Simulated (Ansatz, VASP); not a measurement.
One calculation of BaTiO3, two programs

File INCAR:

```
SYSTEM = BaTiO3
  PREC = Accurate
  ENCUT = 520
  EDIFF = 1E-8
  ISMEAR = -1
  SIGMA = 0.02
  LREAL = .FALSE.
  LASPH = .TRUE.
  NELM = 100
  ALGO = Normal
  ISIF = 2
  LWAVE = .FALSE.
  LCHARG = .FALSE.
  GGA = PS
  LEFG = .TRUE.
  NBANDS = 28
```

Contents of KPOINTS:

```
regular mesh
0
G
  8 8 8
  0 0 0
```

POSCAR

```
BaTiO3
1.0
    4.0060000000      0.0000000000      0.0000000000
    0.0000000000      4.0060000000      0.0000000000
    0.0000000000      0.0000000000      4.0060000000
Ba Ti O
1 1 3
Direct
    0.5000000000      0.5000000000      0.5000000000
    0.0000000000      0.0000000000      0.0000000000
    0.5000000000      0.0000000000      0.0000000000
    0.0000000000      0.5000000000      0.0000000000
    0.0000000000      0.0000000000      0.5000000000
```

Input for Ansatz:

```yaml
crystal:
  lattice:
    - [4.006, 0.0, 0.0]
    - [0.0, 4.006, 0.0]
    - [0.0, 0.0, 4.006]
  atoms:
    - { symbol: Ba, position: [0.5, 0.5, 0.5] }
    - { symbol: Ti, position: [0.0, 0.0, 0.0] }
    - { symbol: O, position: [0.5, 0.0, 0.0] }
    - { symbol: O, position: [0.0, 0.5, 0.0] }
    - { symbol: O, position: [0.0, 0.0, 0.5] }
kpoints:
  mp_grid: { grid: [8, 8, 8] }
scf:
  occupations: { method: fermi_dirac, width: 0.02 }
hamiltonian:
  xc: pbesol
  pseudopotentials: { kind: paw }
output:
  forces: true
  stress: true
  populations: true
  efg:
    quadrupole_moments_barn: { Ba: 0.236, Ti: 0.247, O: -0.02558 }
    contact_densities: true
```

Alike in both runs: task electric field gradients; functional PBEsol; k mesh 8 × 8 × 8; occupations fermi-dirac, width 0.02 eV; no spin polarisation.

```csv
,VASP,Ansatz
version,VASP 6.6.1,Ansatz 0.2.0
potentials or method,"VASP PAW PBE potentials, release 64 (Ba_sv, Ti_sv, O)","plane-wave PAW, scalar-relativistic"
plane-wave cutoff (eV),520,420
valence electrons in the cell,40,40
```

VASP gave:

```
gap on the k mesh at the Fermi level (eV)            : 1.69
pressure (GPa)                                       : -2.8
size of Vzz on the site where it differs most (V/Å²) : 23.1
```

Task: Which values does Ansatz return?

Result: gap on the k mesh at the Fermi level (eV): 1.76; pressure (GPa): -4.6; size of Vzz on the site where it differs most (V/Å²): 24.0.

VASP's potentials were made for PBE, not for PBEsol.

Spin-orbit coupling is off throughout.
